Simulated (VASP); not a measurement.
Here is a VASP 6.6.1 calculation.

Contents of INCAR:

```
  PREC = Accurate
  ENCUT = 520
  EDIFF = 1E-6
  ISMEAR = -1
  SIGMA = 0.08
  LREAL = False
  LASPH = True
  NELM = 100
  ALGO = Normal
  ISIF = 2
  LWAVE = False
  LCHARG = False
  GGA = PE
  NBANDS = 10
```

KPOINTS

```
Automatic mesh
0
Gamma
  15 15 15
```

The input POSCAR:

```
Li
1.0
   -2.4677734320      2.4677734320      1.3349489094
    2.4677734320     -2.4677734320      1.3349489094
    2.4677734320      2.4677734320     -1.3349489094
Li
2
Direct
   -0.3750000000     -0.1250000000     -0.2500000000
    0.3750000000      0.1250000000      0.2500000000
```

Potentials or basis: VASP PAW PBE potentials, release 64 (Li_sv).

The run is started by

```bash
$ cat potpaw_PBE.64/Li_sv/POTCAR > POTCAR
$ mpirun -np 1 vasp_std > vasp.out
```

(1) Estimate the band gap on the k mesh.

## Answers

(1) zero (band 3 reaches 2.86 eV, above the bottom of band 4 at -0.24 eV).
